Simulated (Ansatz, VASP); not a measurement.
# One calculation of TaN, two programs

Contents of INCAR:

```
SYSTEM = TaN
PREC = Accurate ; ENCUT = 520
EDIFF = 1E-6 ; ISMEAR = -1
SIGMA = 0.05 ; LREAL = .FALSE.
LASPH = .TRUE. ; NELM = 60
ALGO = Normal ; ISIF = 2
LWAVE = .FALSE. ; LCHARG = .FALSE.
GGA = CA ; NBANDS = 15
```

File KPOINTS:

```
regular mesh
0
G
  15 15 15
  0 0 0
```

The input POSCAR:

```
TaN
1.0
    0.0000000000      2.0833121648      2.0833121648
    2.0833121648      0.0000000000      2.0833121648
    2.0833121648      2.0833121648      0.0000000000
Ta N
1 1
Direct
    0.0000000000      0.0000000000      0.0000000000
    0.5000000000      0.5000000000      0.5000000000
```

Input for Ansatz:

```yaml
crystal:
  lattice:
    - [0.0, 2.0833121648, 2.0833121648]
    - [2.0833121648, 0.0, 2.0833121648]
    - [2.0833121648, 2.0833121648, 0.0]
  atoms:
    - { symbol: Ta, position: [0.0, 0.0, 0.0] }
    - { symbol: "N", position: [0.5, 0.5, 0.5] }
kpoints:
  mp_grid: { grid: [15, 15, 15] }
scf:
  occupations: { method: fermi_dirac, width: 0.05 }
hamiltonian:
  xc: lda
  pseudopotentials: { kind: all_electron, lapw: { basis_error: 0.001 } }
output:
  forces: true
  stress: true
  eigenvalues: true
  populations: true
```

Change from the starting cell: volume scaled by 0.88, LAPW.

Alike in both runs: task single point; functional LDA; k mesh 15 × 15 × 15; occupations fermi-dirac, width 0.05 eV; no spin polarisation.

```csv
,VASP,Ansatz
version,VASP 6.6.1,Ansatz 0.2.0
potentials or method,"VASP PAW LDA potentials, release 64 (Ta_pv, N), cutoff 520 eV","all-electron LAPW, scalar-relativistic"
```

|  | VASP | Ansatz | Ansatz less VASP |
| --- | --- | --- | --- |
| pressure (GPa) | 67.1 | 62.8 | -4.35 |

LDA's correlation is that of Perdew and Zunger in VASP and of Perdew and Wang (1992) in Ansatz. Both programs put the cell under a high pressure, so it lies far from rest at this level. Ansatz ran all-electron here, and VASP with PAW potentials.

Spin-orbit coupling is off throughout. Noted on VASP's run: the cell as given lies far from equilibrium.
